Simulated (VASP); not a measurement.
# CsPbCl3 (Pm-3m) in VASP: settings compared, part 3 of 3

VASP 6.6.1. The steps go on from the part before.

**5. Relaxation of cell and atoms, LDA**

This run uses another cell than the first one, of 35.22 Å³/atom, 0.933 times its volume.

INCAR

```
SYSTEM = CsPbCl3
PREC = Accurate ; ENCUT = 600
EDIFF = 1E-6 ; ISMEAR = -1
SIGMA = 0.05 ; LREAL = .False.
LASPH = .True. ; NELM = 80
ALGO = Normal ; ISIF = 3
LWAVE = .False. ; LCHARG = .False.
IBRION = 2 ; NSW = 60
EDIFFG = -0.01
```

KPOINTS

```
regular mesh
0
Gamma
  5 5 5
  0 0 0
```

POSCAR

```
CsPbCl3
1.0
    5.6050000000      0.0000000000      0.0000000000
    0.0000000000      5.6050000000      0.0000000000
    0.0000000000      0.0000000000      5.6050000000
Pb Cs Cl
1 1 3
Direct
    0.5000000000      0.5000000000      0.5000000000
    0.0000000000      0.0000000000      0.0000000000
    0.5000000000      0.0000000000      0.5000000000
    0.0000000000      0.5000000000      0.5000000000
    0.5000000000      0.5000000000      0.0000000000
```

Potentials or basis: VASP PAW LDA potentials, release 64 (Pb_d, Cs_sv, Cl).

On the command line:

```console
$ cat potpaw_LDA.64/Pb_d/POTCAR potpaw_LDA.64/Cs_sv/POTCAR potpaw_LDA.64/Cl/POTCAR > POTCAR
$ mpirun -np 1 vasp_std > vasp.out
```

OUTCAR:

```text
SYSTEM = CsPbCl3
   PREC = Accurate
   ENCUT = 600
   EDIFF = 1E-6
   ISMEAR = -1
   LREAL = .False.
   LASPH = .True.
   NELM = 80
   ISIF = 3
   IBRION = 2
   NSW = 60
   EDIFFG = -0.01

 ion  position               nearest neighbor table
   1  0.500  0.500  0.500-   3 2.80   4 2.80   5 2.80   5 2.80   3 2.80   4 2.80
   2  0.000  0.000  0.000-
   3  0.500  0.000  0.500-   1 2.80   1 2.80
   4  0.000  0.500  0.500-   1 2.80   1 2.80
   5  0.500  0.500  0.000-   1 2.80   1 2.80

  LATTYP: Found a simple cubic cell.
 ALAT       =     5.6050000000

  Lattice vectors:

 A1 = (   5.6050000000,   0.0000000000,   0.0000000000)
 A2 = (   0.0000000000,   5.6050000000,   0.0000000000)
 A3 = (   0.0000000000,   0.0000000000,   5.6050000000)

Analysis of symmetry for initial positions (statically):
=====================================================================
 Subroutine PRICEL returns:
 Original cell was already a primitive cell.

 Routine SETGRP: Setting up the symmetry group for a
 simple cubic supercell.

 Subroutine GETGRP returns: Found 48 space group operations
 (whereof 48 operations were pure point group operations)
 out of a pool of 48 trial point group operations.

The static configuration has the point symmetry O_h .

Analysis of symmetry for dynamics (positions and initial velocities):
=====================================================================
 Subroutine PRICEL returns:
 Original cell was already a primitive cell.

 Routine SETGRP: Setting up the symmetry group for a
 simple cubic supercell.

 Subroutine GETGRP returns: Found 48 space group operations
 (whereof 48 operations were pure point group operations)
 out of a pool of 48 trial point group operations.

The dynamic configuration has the point symmetry O_h .

 Subroutine INISYM returns: Found 48 space group operations
 (whereof 48 operations are pure point group operations),
[... 93 lines left out ...]
   ISIF   =      3    stress and relaxation
   ISYM   =      2    0-nonsym 1-usesym 2-fastsym
   POTIM  = 0.5000    time-step for ionic-motion
   TEBEG  =    0.0;   TEEND  =   0.0 temperature during run
   PSTRESS=    0.0 pullay stress
   NELECT =      44.0000    total number of electrons
   NUPDOWN=      -1.0000    fix difference up-down
   EMIN   =  10.00;   EMAX   =-10.00  energy-range for DOS
   EFERMI =   0.00;   METHOD = LEGACY
   ISMEAR =    -1;   SIGMA  =   0.05  broadening in eV -4-tet -1-fermi 0-gaus
   EFERMI_NEDOS =   21; number of points for ismear=-14 and -15
   IALGO  =     38    algorithm
   IMIX   =      4    mixing-type and parameters
     AMIX     =   0.40;   BMIX     =  1.00
     AMIX_MAG =   1.60;   BMIX_MAG =  1.00
  volume/ion in A,a.u.               =      35.22       237.66
  Fermi-wavevector in a.u.,A,eV,Ry     =   1.031138  1.948568 14.466333  1.063245
  Thomas-Fermi vector in A             =   2.165271
   LORBIT       =      0    0 simple, 1 ext, 2 COOP (PROOUT), +10 PAW based schemes
   GGA     = CA    functional components
   LHFCALC =     F    Hartree Fock is set to
   AEXX    =    0.0000 exact exchange contribution
   IVDW    =     0    specifies the selected vdW correction
   LEPSILON=     F    determine dielectric tensor
   LRPA    =     F    only Hartree local field effects (RPA)
 conjugate gradient relaxation of ions
 non-spin polarized calculation
  energy-cutoff  :      600.00
  volume of cell :      176.09
 maximum number of plane-waves:      5896
 NGX is ok and might be reduce to    48
   NGX = 23   NGY = 23   NGZ = 23

--------------------------------------- Ionic step        1  -------------------------------------------

 number of electron      43.9999986 magnetization

 Free energy of the ion-electron system (eV)
  ---------------------------------------------------
  ext. energy  EPLUGINS =         0.00000000
  ---------------------------------------------------
  free energy    TOTEN  =       -19.41198078 eV

  energy without entropy =      -19.41198078  energy(sigma->0) =      -19.41198078

------------------------ aborting loop because EDIFF is reached ----------------------------------------

  FORCE on cell =-STRESS in cart. coord.  units (eV):
  Direction    XX          YY          ZZ          XY          YZ          ZX
  --------------------------------------------------------------------------------------
  -------------------------------------------------------------------------------------
  Total       -1.3272284     -1.3272284     -1.3272284      0.0000000      0.0000000      0.0000000
  in kB      -12.0761751    -12.0761751    -12.0761751      0.0000000      0.0000000      0.0000000
  external PRESSURE =     -12.0761751 kB  Pullay stress =       0.0000000 kB
[... 65 lines left out ...]
--------------------------------------- Ionic step        3  -------------------------------------------

 number of electron      44.0000000 magnetization

 Free energy of the ion-electron system (eV)
  ---------------------------------------------------
  ext. energy  EPLUGINS =         0.00000000
  ---------------------------------------------------
  free energy    TOTEN  =       -19.44250906 eV

  energy without entropy =      -19.44250906  energy(sigma->0) =      -19.44250906

 E-fermi :   2.5304     XC(G=0):  -8.4729

 val. band max:        1.4610622824   @ k =   0.4000   0.4000   0.4000
 cond. band min:       4.1432419513   @ k =   0.4000   0.4000   0.4000
 fundamental gap:      2.6821796689
 Fermi energy:         2.5303941750

 k-point     1 :       0.0000    0.0000    0.0000
  band No.  band energies     occupation
      1     -19.3548      2.00000
      2     -14.8672      2.00000
      3     -14.8672      2.00000
      4     -14.5412      2.00000
      5     -14.5412      2.00000
      6     -14.5412      2.00000
[... 311 lines left out ...]
  FREE ENERGIE OF THE ION-ELECTRON SYSTEM (eV)
  ---------------------------------------------------
  free  energy   TOTEN  =       -19.4425090618 eV

  energy  without entropy=      -19.4425090617  energy(sigma->0) =      -19.44250906

 reached required accuracy - stopping structural energy minimisation
```

OSZICAR:

```text
N       E                     dE             d eps       ncg     rms          rms(c)
DAV:   1     0.443469306423E+03    0.44347E+03   -0.21004E+04   520   0.172E+03
DAV:   2     0.439168654290E+02   -0.39955E+03   -0.38976E+03   618   0.371E+02
DAV:   3    -0.172706839663E+02   -0.61188E+02   -0.59954E+02   632   0.149E+02
[... 23 lines left out ...]
DAV:   2    -0.194444592147E+02    0.12848E-01   -0.30281E-02   684   0.183E+00    0.220E-01
DAV:   3    -0.194425882208E+02    0.18710E-02   -0.70306E-03   686   0.946E-01    0.997E-02
DAV:   4    -0.194425208237E+02    0.67397E-04   -0.28894E-04   802   0.166E-01    0.444E-02
DAV:   5    -0.194425096904E+02    0.11133E-04   -0.37246E-05   700   0.600E-02    0.141E-02
DAV:   6    -0.194425090618E+02    0.62867E-06   -0.32138E-06   586   0.158E-02
   3 F= -.19442509E+02 E0= -.19442509E+02  d E =-.305283E-01
```

It took 3.2 min on 1 thread of Intel Xeon 8259CL, shared host; peak memory 0.29 GiB.

What came out:

| Property | Result |
| --- | --- |
| Free energy | -19.4425 eV |
| Relaxed volume | 33.66 Å³/atom |
| Relaxed cell | a = 5.521 Å, b = 5.521 Å, c = 5.521 Å, α = 90.00°, β = 90.00°, γ = 90.00° |
| Space group after relaxing (to 0.05 Å) | Pm-3m (No. 221) |
| Energy gained by relaxing | 6.1 meV/atom |
| Ionic steps | 3 |
| Pressure after relaxing | 0.0 GPa |
| Band gap on the k mesh | 2.68 eV, direct |

Step by step:
| step | energy change (eV) | largest force (eV/Å) | pressure (GPa) | volume (Å³) |
| --- | --- | --- | --- | --- |
| 1 | 0.0000 | 0.0000 | -1.21 | 176.09 |
| 2 | -0.0298 | 0.0000 | -0.19 | 169.41 |
| 3 | -0.0305 | 0.0000 | -0.01 | 168.32 |

Final structure:
```
CELL_PARAMETERS angstrom
5.52137 0.00000 0.00000
0.00000 5.52137 0.00000
0.00000 0.00000 5.52137
ATOMIC_POSITIONS crystal
Pb 0.50000 0.50000 0.50000
Cs 0.00000 0.00000 0.00000
Cl 0.50000 0.00000 0.50000
Cl 0.00000 0.50000 0.50000
Cl 0.50000 0.50000 0.00000
```

Caveat: spin-orbit coupling is left out, which moves the levels of the heavy elements. Zero-point motion and thermal expansion aren't in these numbers.

**6. Single point, HSE06**

This run uses another cell than the first one, of 35.22 Å³/atom, 0.933 times its volume.

POSCAR is that of step 5.

INCAR.step1

```
SYSTEM = CsPbCl3
PREC = Accurate ; ENCUT = 520
EDIFF = 1E-5 ; ISMEAR = -1
SIGMA = 0.05 ; LREAL = .FALSE.
LASPH = .TRUE. ; NELM = 60
ALGO = Normal ; ISIF = 2
LWAVE = .TRUE. ; LCHARG = .FALSE.
GGA = PE ; NBANDS = 30
```

INCAR.step2

```
SYSTEM = CsPbCl3
PREC = Accurate ; ENCUT = 520
EDIFF = 1E-6 ; ISMEAR = -1
SIGMA = 0.05 ; LREAL = .FALSE.
LASPH = .TRUE. ; NELM = 60
ALGO = Normal ; ISIF = 2
LWAVE = .FALSE. ; LCHARG = .FALSE.
GGA = PE ; LHFCALC = .TRUE.
HFSCREEN = 0.2079 ; PRECFOCK = Fast
ISTART = 1 ; NBANDS = 30
```

KPOINTS

```
regular mesh
0
G
  3 3 3
  0 0 0
```

Potentials or basis: VASP PAW PBE potentials, release 64 (Pb_d, Cs_sv, Cl).

On the command line:

```console
$ cat potpaw_PBE.64/Pb_d/POTCAR potpaw_PBE.64/Cs_sv/POTCAR potpaw_PBE.64/Cl/POTCAR > POTCAR
$ cp INCAR.step1 INCAR
$ mpirun -np 1 vasp_std > vasp.out
$ cp INCAR.step2 INCAR
$ mpirun -np 1 vasp_std > vasp.out
```

Wall time 7.2 min (1 thread of Intel Xeon Platinum 8488C (Sapphire Rapids), shared host); peak memory 0.38 GiB.

It converged, with:

| Quantity | Value |
| --- | --- |
| Free energy | -20.9315 eV |
| Pressure | 1.0 GPa |
| Band gap on the k mesh | 5.06 eV, direct |

Levels at points of the mesh, in eV from the valence-band top:
| k point | band 20 | band 21 | band 22 | band 23 | band 24 | band 25 |
| --- | --- | --- | --- | --- | --- | --- |
| (0.00, 0.00, 0.00) | -1.76 | -1.76 | -1.76 | 5.41 | 6.36 | 6.36 |

Caveat: the PAW data sets were made with another functional, which shifts forces and pressure a little; spin-orbit coupling is left out, which moves the levels of the heavy elements. A k mesh can miss the band edges.

**7. The runs side by side**

| task | level | potentials or basis | cell | k mesh | cutoff (eV) | grid for exact exchange (PRECFOCK) | screening parameter | gap on the mesh (eV) | pressure (GPa) | relaxed volume (Å³/atom) |
| --- | --- | --- | --- | --- | --- | --- | --- | --- | --- | --- |
| single point | RPBE+D4 | VASP PAW PBE potentials, release 64 (Pb_d, Cs_sv, Cl) | a = 5.737 Å, 5 atoms | 5 × 5 × 5 | 520 | - | - | 3.21 | 0.0 | - |
| relaxation of cell and atoms | RPBE+D3(BJ) | VASP PAW PBE potentials, release 64 (Pb_d, Cs_sv, Cl) | relaxed from a = 5.605 Å, 5 atoms | 5 × 5 × 5 | 600 | - | - | 2.75 | 0.0 | 31.44 |
| relaxation of cell and atoms | RPBE+D4 | VASP PAW PBE potentials, release 64 (Pb_d, Cs_sv, Cl) | relaxed from a = 5.605 Å, 5 atoms | 5 × 5 × 5 | 600 | - | - | 3.21 | 0.0 | 37.75 |
| relaxation of cell and atoms | LDA | VASP PAW LDA potentials, release 64 (Pb_d, Cs_sv, Cl) | relaxed from a = 5.605 Å, 5 atoms | 5 × 5 × 5 | 600 | - | - | 2.68 | 0.0 | 33.66 |
| single point | HSE06 | VASP PAW PBE potentials, release 64 (Pb_d, Cs_sv, Cl) | a = 5.605 Å, 5 atoms | 3 × 3 × 3 | 520 | Fast | 0.2079 1/Å | 5.06 | 1.0 | - |

Alike in all rows: no spin polarisation; smearing fermi-dirac 0.05 eV.

Caveats: spin-orbit coupling is left out, which moves the levels of the heavy elements; the PAW data sets were made with another functional, which shifts forces and pressure a little (some runs); the volume moved by -11 % from the deposited cell, more than functionals usually miss (some runs).

Absolute energies hang on the potentials; compare differences alone.
